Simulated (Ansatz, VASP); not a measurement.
Two plane-wave programs on As2Pt

```
CELL_PARAMETERS angstrom
6.00938 0.00000 0.00000
0.00000 6.00938 0.00000
0.00000 0.00000 6.00938
ATOMIC_POSITIONS crystal
As 0.38405 0.38405 0.38405
As 0.11595 0.61595 0.88405
As 0.88405 0.11595 0.61595
As 0.61595 0.88405 0.11595
As 0.61595 0.61595 0.61595
As 0.88405 0.38405 0.11595
As 0.11595 0.88405 0.38405
As 0.38405 0.11595 0.88405
Pt 0.00000 0.00000 0.00000
Pt 0.50000 0.00000 0.50000
Pt 0.50000 0.50000 0.00000
Pt 0.00000 0.50000 0.50000
```

Alike in both runs: task single point; functional LDA; k mesh 4 × 4 × 4; no spin polarisation.

|  | VASP | Ansatz |
| --- | --- | --- |
| version | VASP 6.6.1 | Ansatz 0.2.0 |
| potentials or method | VASP PAW LDA potentials, release 64 (As, Pt) | plane waves, PAW |
| plane-wave cutoff (eV) | 500 | 420 |
| occupations | gaussian, width 0.01 eV | fixed |
| valence electrons in the cell | 80 | 192 |

Ansatz gave:

| Quantity | Value |
| --- | --- |
| gap on the k mesh at the Fermi level (eV) | 0.39 |
| pressure (GPa) | -5.0 |
| rms of the force components (eV/Å) | 0.063 |

Task: Which values does VASP return?

Result: gap on the k mesh at the Fermi level (eV): 0.39; pressure (GPa): -4.4; rms of the force components (eV/Å): 0.078.

LDA's correlation is that of Perdew and Zunger in VASP and of Perdew and Wang (1992) in Ansatz. Atom by atom the forces differ by 0.015 eV/Å (rms over components). VASP's potentials hold 80 valence electrons a cell and Ansatz's 192, so a difference there can come from the potentials and not from the codes.

Neither program's run includes spin-orbit coupling.
